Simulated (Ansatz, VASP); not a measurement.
Two plane-wave programs on PbS

```
Pb S
1.0
     3.72532    0.00000    0.00000
     0.00000    3.72532    0.00000
     0.00000    0.00000    3.72532
Pb S
1 1
Cartesian
  0.0000 0.0000 0.0000
  1.8627 1.8627 1.8627
```

Alike in both runs: task single point; functional HSE06; k mesh 4 × 4 × 4; occupations fermi-dirac, width 0.05 eV; no spin polarisation.

```csv
,VASP,Ansatz
version,VASP 6.6.1,Ansatz 0.2.0
potentials or method,"VASP PAW PBE potentials, release 64 (Pb_d, S)",Ansatz PAW
plane-wave cutoff (eV),520,420
valence electrons in the cell,20,20
```

|  | VASP | Ansatz | Ansatz less VASP |
| --- | --- | --- | --- |
| gap on the k mesh at the Fermi level (eV) | 0.26 | 0.25 | -0.003 |
| least direct gap on the mesh (eV) | 0.94 | 0.93 | -0.006 |
| pressure (GPa) | -4.0 | -3.9 | +0.08 |

The k mesh is coarse, so the values compare programs but aren't converged. Neither program's run includes spin-orbit coupling.
